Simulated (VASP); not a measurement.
# Mo (Im-3m) in VASP: notebook

Mo is run at these levels: PBEsol; tasks: single point, relaxation of volume and atoms at fixed shape.

Everything below comes from runs of VASP 6.6.1. Logs are shortened: lines on timing, memory, paths and dates and some standing lists are left out, and cuts for length are marked.

## 1. The cell of the first run

Symmetry: Im-3m, No. 229, cubic system. The conventional cell has a = 3.128 Å, b = 3.128 Å, c = 3.128 Å, α = 90.00°, β = 90.00°, γ = 90.00°. Mo (site symmetry m-3m) has 14 Mo at 2.71 to 3.13 Å within 3.6 Å.

## 2. Single point, PBEsol

Contents of INCAR:

```
SYSTEM = Mo
  PREC = Accurate
  ENCUT = 520
  EDIFF = 1E-6
  ISMEAR = -1
  SIGMA = 0.05
  LREAL = .False.
  LASPH = .True.
  NELM = 100
  ALGO = Normal
  ISIF = 2
  LWAVE = .False.
  LCHARG = .True.
  GGA = PS
  LELF = .True.
  LVHAR = .True.
  NBANDS = 13
```

Contents of KPOINTS:

```
Automatic mesh
0
Gamma
  9 9 9
  0 0 0
```

Contents of POSCAR:

```
Mo
1.0
   -1.5641790868      1.5641790868      1.5641790868
    1.5641790868     -1.5641790868      1.5641790868
    1.5641790868      1.5641790868     -1.5641790868
Mo
1
Direct
    0.0000000000      0.0000000000      0.0000000000
```

Potentials or basis: VASP PAW PBE potentials, release 64 (Mo_sv).

Started as:

```
$ cat potpaw_PBE.64/Mo_sv/POTCAR > POTCAR
$ mpirun -np 1 vasp_std > vasp.out
```

OUTCAR:

```text
SYSTEM = Mo
   PREC = Accurate
   ENCUT = 520
   EDIFF = 1E-6
   ISMEAR = -1
   LREAL = .False.
   LASPH = .True.
   NELM = 100
   ISIF = 2
   GGA = PS

 ion  position               nearest neighbor table
   1  0.000  0.000  0.000-

  LATTYP: Found a body centered cubic cell.
 ALAT       =     3.1283581736

  Lattice vectors:

 A1 = (  -1.5641790868,   1.5641790868,   1.5641790868)
 A2 = (   1.5641790868,  -1.5641790868,   1.5641790868)
 A3 = (   1.5641790868,   1.5641790868,  -1.5641790868)

Analysis of symmetry for initial positions (statically):
=====================================================================
 Subroutine PRICEL returns:
 Original cell was already a primitive cell.

 Routine SETGRP: Setting up the symmetry group for a
 body centered cubic supercell.

 Subroutine GETGRP returns: Found 48 space group operations
 (whereof 48 operations were pure point group operations)
 out of a pool of 48 trial point group operations.

The static configuration has the point symmetry O_h .

Analysis of symmetry for dynamics (positions and initial velocities):
=====================================================================
 Subroutine PRICEL returns:
 Original cell was already a primitive cell.

 Routine SETGRP: Setting up the symmetry group for a
 body centered cubic supercell.

 Subroutine GETGRP returns: Found 48 space group operations
 (whereof 48 operations were pure point group operations)
 out of a pool of 48 trial point group operations.

The dynamic configuration has the point symmetry O_h .

 Subroutine INISYM returns: Found 48 space group operations
 (whereof 48 operations are pure point group operations),
 and found     1 'primitive' translations

----------------------------------------------------------------------------------------

                                     Primitive cell

  volume of cell :      15.3080

  direct lattice vectors                    reciprocal lattice vectors
    -1.564179087  1.564179087  1.564179087     0.000000000  0.319656492  0.319656492
     1.564179087 -1.564179087  1.564179087     0.319656492  0.000000000  0.319656492
     1.564179087  1.564179087 -1.564179087     0.319656492  0.319656492  0.000000000

  length of vectors
     2.709237650  2.709237650  2.709237650     0.452062547  0.452062547  0.452062547

  position of ions in fractional coordinates (direct lattice)
     0.000000000  0.000000000  0.000000000
[... 81 lines left out ...]
   NFREE  =      0    steps in history (QN), initial steepest desc. (CG)
   ISIF   =      2    stress and relaxation
   ISYM   =      2    0-nonsym 1-usesym 2-fastsym
   POTIM  = 0.5000    time-step for ionic-motion
   TEBEG  =    0.0;   TEEND  =   0.0 temperature during run
   PSTRESS=    0.0 pullay stress
   NELECT =      14.0000    total number of electrons
   NUPDOWN=      -1.0000    fix difference up-down
   EMIN   =  10.00;   EMAX   =-10.00  energy-range for DOS
   EFERMI =   0.00;   METHOD = LEGACY
   ISMEAR =    -1;   SIGMA  =   0.05  broadening in eV -4-tet -1-fermi 0-gaus
   EFERMI_NEDOS =   21; number of points for ismear=-14 and -15
   IALGO  =     38    algorithm
   IMIX   =      4    mixing-type and parameters
     AMIX     =   0.40;   BMIX     =  1.00
     AMIX_MAG =   1.60;   BMIX_MAG =  1.00
  volume/ion in A,a.u.               =      15.31       103.30
  Fermi-wavevector in a.u.,A,eV,Ry     =   1.589075  3.002916 34.356875  2.525159
  Thomas-Fermi vector in A             =   2.687980
   LORBIT       =      0    0 simple, 1 ext, 2 COOP (PROOUT), +10 PAW based schemes
   GGA     = PS    functional components
   LHFCALC =     F    Hartree Fock is set to
   AEXX    =    0.0000 exact exchange contribution
   IVDW    =     0    specifies the selected vdW correction
   LEPSILON=     F    determine dielectric tensor
   LRPA    =     F    only Hartree local field effects (RPA)
 non-spin polarized calculation
  energy-cutoff  :      520.00
  volume of cell :       15.31
 maximum number of plane-waves:       426
   NGX =  9   NGY =  9   NGZ =  9

 number of electron      13.9999998 magnetization

 Free energy of the ion-electron system (eV)
  ---------------------------------------------------
  ext. energy  EPLUGINS =         0.00000000
  ---------------------------------------------------
  free energy    TOTEN  =       -11.79733673 eV

  energy without entropy =      -11.79218187  energy(sigma->0) =      -11.79475930

 E-fermi :  12.7520     XC(G=0): -13.6485

 val. band max:       12.7428418570   @ k =  -0.3333   0.3333   0.2222
 cond. band min:      12.9762561792   @ k =  -0.4444   0.4444   0.2222
 fundamental gap:      0.2334143222
 Fermi energy:        12.7520105572

 k-point     1 :       0.0000    0.0000    0.0000
  band No.  band energies     occupation
      1     -48.4025      2.00000
      2     -21.6389      2.00000
      3     -21.6389      2.00000
      4     -21.6389      2.00000
      5       5.4509      2.00000
      6      11.3899      2.00000
      7      11.3899      2.00000
      8      11.3899      2.00000
      9      14.4859      0.00000
     10      14.4859      0.00000
     11      27.6436      0.00000
     12      27.6436      0.00000
     13      27.6436      0.00000
[... 354 lines left out ...]
  band No.  band energies     occupation
      1     -48.0631      2.00000
      2     -22.9893      2.00000
      3     -22.3499      2.00000
      4     -21.8779      2.00000
      5       8.3389      2.00000
      6      10.2111      2.00000
      7      10.8767      2.00000
      8      13.5710      0.00000
      9      16.5921      0.00000
     10      20.0956      0.00000
     11      23.9845      0.00000
     12      26.9045      0.00000
     13      29.6112      0.00000

 [... further k-points ...]

------------------------ aborting loop because EDIFF is reached ----------------------------------------

  FORCE on cell =-STRESS in cart. coord.  units (eV):
  Direction    XX          YY          ZZ          XY          YZ          ZX
  --------------------------------------------------------------------------------------
  -------------------------------------------------------------------------------------
  Total        0.0551917      0.0551917      0.0551917     -0.0000000      0.0000000      0.0000000
  in kB        5.7765056      5.7765056      5.7765056     -0.0000000      0.0000000      0.0000000
  external PRESSURE =       5.7765056 kB  Pullay stress =       0.0000000 kB

 VOLUME and BASIS-vectors are now :
 -----------------------------------------------------------------------------
  energy-cutoff  :      520.00
  volume of cell :       15.31
      direct lattice vectors                 reciprocal lattice vectors
    -1.564179087  1.564179087  1.564179087     0.000000000  0.319656492  0.319656492
     1.564179087 -1.564179087  1.564179087     0.319656492  0.000000000  0.319656492
     1.564179087  1.564179087 -1.564179087     0.319656492  0.319656492  0.000000000

 POSITION                                       TOTAL-FORCE (eV/Angst)
 -----------------------------------------------------------------------------------
      0.00000      0.00000      0.00000         0.000000      0.000000      0.000000
 -----------------------------------------------------------------------------------
    total drift:                                0.000000      0.000000      0.000000

  FREE ENERGIE OF THE ION-ELECTRON SYSTEM (eV)
  ---------------------------------------------------
  free  energy   TOTEN  =       -11.7973367321 eV

  energy  without entropy=      -11.7921818726  energy(sigma->0) =      -11.79475930
```

OSZICAR:

```text
N       E                     dE             d eps       ncg     rms          rms(c)
DAV:   1     0.902355206944E+02    0.90236E+02   -0.81168E+03   923   0.111E+03
DAV:   2    -0.115238268931E+02   -0.10176E+03   -0.98113E+02  1065   0.313E+02
DAV:   3    -0.125437687155E+02   -0.10199E+01   -0.10168E+01  1025   0.314E+01
DAV:   4    -0.125461179048E+02   -0.23492E-02   -0.23492E-02  1005   0.182E+00
DAV:   5    -0.125461341107E+02   -0.16206E-04   -0.16207E-04  1025   0.130E-01    0.167E+01
DAV:   6    -0.118982517147E+02    0.64788E+00   -0.77030E-01   935   0.108E+01    0.454E+00
DAV:   7    -0.118036115548E+02    0.94640E-01   -0.14885E-01  1000   0.449E+00    0.935E-01
DAV:   8    -0.117973021807E+02    0.63094E-02   -0.40420E-03   950   0.804E-01    0.257E-01
DAV:   9    -0.117973295941E+02   -0.27413E-04   -0.10492E-04  1061   0.125E-01    0.107E-01
DAV:  10    -0.117973365017E+02   -0.69076E-05   -0.73174E-06   945   0.299E-02    0.846E-03
DAV:  11    -0.117973367321E+02   -0.23039E-06   -0.47876E-08   500   0.255E-03
   1 F= -.11797337E+02 E0= -.11794759E+02  d E =-.515486E-02
```

stdout:

```text
POSCAR found type information on POSCAR Mo
 POSCAR found :  1 types and       1 ions
 scaLAPACK will be used
 -----------------------------------------------------------------------------
|                                                                             |
|                                                                             |
|     You enforced a specific xc type in the INCAR file but a different       |
|     I HOPE YOU KNOW WHAT YOU ARE DOING!                                     |
|                                                                             |
 -----------------------------------------------------------------------------

 LDA part: xc-table for (Slater+PW92), standard interpolation
 POSCAR, INCAR and KPOINTS ok, starting setup
 FFT: planning ... GRIDC
 FFT: planning ... GRID_SOFT
 FFT: planning ... GRID
 WAVECAR not read
 entering main loop
```

Run time: 11 s. Hardware: 1 thread of Intel Xeon 8259CL, shared host; peak memory 0.13 GiB.

Results:

```
Free energy            : -11.7973 eV
Pressure               : 0.6 GPa
Band gap on the k mesh : zero (band 7 reaches 16.17 eV, above the bottom of band 8 at 11.39 eV)
```

Caveat: the PAW data sets were made with another functional, which shifts forces and pressure a little.

## 3. Relaxation of volume and atoms at fixed shape, PBEsol

This run uses another cell than the first one, of 15.58 Å³/atom, 1.018 times its volume.

Contents of INCAR:

```
SYSTEM = Mo
PREC = Accurate
ENCUT = 600
EDIFF = 1E-6
ISMEAR = -1
SIGMA = 0.05
LREAL = .False.
LASPH = .True.
NELM = 80
ALGO = Normal
ISIF = 8
LWAVE = .False.
LCHARG = .False.
GGA = PS
IBRION = 2
NSW = 80
EDIFFG = -0.03
```

KPOINTS is that of step 2.

Contents of POSCAR:

```
Mo
1.0
   -1.5734150000      1.5734150000      1.5734150000
    1.5734150000     -1.5734150000      1.5734150000
    1.5734150000      1.5734150000     -1.5734150000
Mo
1
Direct
    0.0000000000      0.0000000000      0.0000000000
```

Potentials or basis: VASP PAW PBE potentials, release 64 (Mo_sv).

Started as:

```
$ cat potpaw_PBE.64/Mo_sv/POTCAR > POTCAR
$ mpirun -np 1 vasp_std > vasp.out
```

Run time: 23 s. Hardware: 1 thread of Intel Xeon 8259CL, shared host; peak memory 0.15 GiB.

The run converged. Its results:

```
Free energy                            : -11.7978 eV
Relaxed volume                         : 15.34 Å³/atom
Relaxed cell                           : a = 2.711 Å, b = 2.711 Å, c = 2.711 Å, α = 109.47°, β = 109.47°, γ = 109.47°
Space group after relaxing (to 0.05 Å) : Im-3m (No. 229)
Energy gained by relaxing              : 3.4 meV/atom
Ionic steps                            : 3
Pressure after relaxing                : -0.1 GPa
Band gap on the k mesh                 : zero (band 7 reaches 16.13 eV, above the bottom of band 8 at 11.36 eV)
```

Step by step:
```csv
step,energy change (eV),largest force (eV/Å),pressure (GPa),volume (Å³)
1,0.0000,0.0000,-4.40,15.58
2,0.0273,0.0000,14.71,14.64
3,-0.0034,0.0000,-0.07,15.34
```

Final structure:
```
Mo
1.0
    -1.56521    1.56521    1.56521
     1.56521   -1.56521    1.56521
     1.56521    1.56521   -1.56521
Mo
1
Direct
  0.00000 0.00000 0.00000
```

Levels at points of the mesh, in eV from the Fermi level:
```csv
k point,band 3,band 4,band 5,band 6,band 7,band 8,band 9,band 10,band 11
"(0.00, 0.00, 0.00)",-34.40,-34.40,-7.30,-1.36,-1.36,-1.36,1.73,1.73,14.89
```

Caveat: the PAW data sets were made with another functional, which shifts forces and pressure a little.
